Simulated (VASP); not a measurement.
Input of a VASP 6.6.1 run:

The input INCAR:

```
SYSTEM = TiC
PREC     = Accurate       ! precision mode
ENCUT    = 520            ! plane-wave cutoff, eV
EDIFF    = 1E-6           ! SCF threshold, eV
ISMEAR   = -1             ! smearing method
SIGMA    = 0.03           ! smearing width, eV
LREAL    = .False.        ! projectors in reciprocal space
LASPH    = .True.         ! aspherical terms in the spheres
NELM     = 60             ! most SCF steps
ALGO     = Normal         ! electronic algorithm
ISIF     = 2              ! what is computed and relaxed
LWAVE    = .False.        ! write WAVECAR
LCHARG   = .True.         ! write CHGCAR
GGA      = PE             ! functional
LELF     = .True.         ! ELF
LVHAR    = .True.       
NBANDS   = 15             ! bands
```

The input KPOINTS:

```
Automatic mesh
0
Gamma
  16 16 16
  0 0 0
```

Contents of POSCAR:

```
TiC
1.0
    0.0000000000      2.1640000000      2.1640000000
    2.1640000000      0.0000000000      2.1640000000
    2.1640000000      2.1640000000      0.0000000000
Ti C
1 1
Direct
    0.0000000000      0.0000000000      0.0000000000
    0.5000000000      0.5000000000      0.5000000000
```

Potentials or basis: VASP PAW PBE potentials, release 64 (Ti_sv, C).

The run is started by

```console
$ cat potpaw_PBE.64/Ti_sv/POTCAR potpaw_PBE.64/C/POTCAR > POTCAR
$ mpirun -np 1 vasp_std > vasp.out
```

What does it give for the band gap on the k mesh?

Zero (band 8 reaches 10.14 eV, above the bottom of band 9 at 9.04 eV).

Predict the pressure.

1.1 GPa.
